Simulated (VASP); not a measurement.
ScAl2As3: single point with PBEsol

Crystal: ScAl2As3.

```
CELL_PARAMETERS angstrom
-1.85991 2.69558 5.62904
1.85991 -2.69558 5.62904
1.85991 2.69558 -5.62904
ATOMIC_POSITIONS crystal
Sc 0.00000 0.00000 0.00000
Al 0.66519 0.66519 0.00000
Al 0.33481 0.33481 0.00000
As 0.50000 0.00000 0.50000
As 0.17624 0.67624 0.50000
As 0.82376 0.32376 0.50000
```

```yaml
Program: VASP 6.6.1
Task: single point
Functional: PBEsol
Potentials_or_basis: VASP PAW PBE potentials, release 64 (Sc_sv, Al, As)
Cutoff: 520 eV
k_mesh: 6 × 6 × 6
Occupations: fermi-dirac, width 0.03 eV
Spin: no spin polarisation
```

```
Pressure               : 0.4 GPa
Largest force          : 0.005 eV/Å
Band gap on the k mesh : zero (bands 16 and 17 overlap by 1.28 eV)
```

Forces on the atoms (eV/Å):
```
Sc   0.000  0.000  0.000
Al   0.000  0.000 -0.005
Al   0.000  0.000  0.005
As   0.000  0.000  0.000
As   0.000  0.000 -0.002
As   0.000  0.000  0.002
```

Levels at points of the mesh, in eV from the Fermi level:
```csv
k point,band 14,band 15,band 16,band 17,band 18,band 19
"(0.00, 0.00, 0.00)",0.20,0.50,0.56,0.74,1.64,1.68
"(0.50, 0.00, 0.00)",-0.95,-0.84,-0.71,1.06,1.80,2.01
"(0.00, 0.50, 0.00)",-2.70,-1.37,-0.89,-0.72,0.38,1.51
"(0.50, 0.50, 0.00)",-2.07,-1.07,-0.90,1.31,2.13,2.17
"(0.50, 0.50, 0.50)",-1.10,-0.87,-0.12,0.25,0.53,1.78
```

Wall time 2.3 min on 1 thread of AMD EPYC 9R45 96-Core Processor (Zen 5), with other jobs on the host, peak memory 0.36 GiB.

Caveat: the PAW data sets were made with another functional, which shifts forces and pressure a little.
